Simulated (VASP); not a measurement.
Here is a VASP 6.6.1 calculation.

INCAR

```
ALGO = Normal ; EDIFF = 1E-7
ENCUT = 520 ; GGA = PE
ISIF = 2 ; ISMEAR = 0
LASPH = T ; LCHARG = T
LELF = T ; LREAL = F
LVHAR = T ; LWAVE = F
NBANDS = 24 ; NELM = 60
PREC = Accurate ; SIGMA = 0.1
```

The input KPOINTS:

```
k-points
0
Gamma
  24 24 10
```

POSCAR

```
TaN
1.0
    2.9316867978      0.0000000000      0.0000000000
   -1.4658433989      2.5389152428      0.0000000000
    0.0000000000      0.0000000000      5.7965486001
Ta N
2 2
Direct
    0.0000000000      0.0000000000      0.0000000000
    0.0000000000      0.0000000000      0.5000000000
    0.3333333333      0.6666666667      0.2500000000
    0.6666666667      0.3333333333      0.7500000000
```

Potentials or basis: VASP PAW PBE potentials, release 64 (Ta_pv, N).

Command:

```bash
$ cat potpaw_PBE.64/Ta_pv/POTCAR potpaw_PBE.64/N/POTCAR > POTCAR
$ mpirun -np 1 vasp_std > vasp.out
```

(1) Estimate the band gap on the k mesh.

(2) What does it give for the pressure?

## Answers

(1) zero (band 16 reaches 8.98 eV, above the bottom of band 17 at 7.90 eV).

(2) 5.1 GPa.

Caveat: the cell differs from its parent crystal (uniaxial strain along c: -2.0 %); spin-orbit coupling is left out, which moves the levels of the heavy elements.
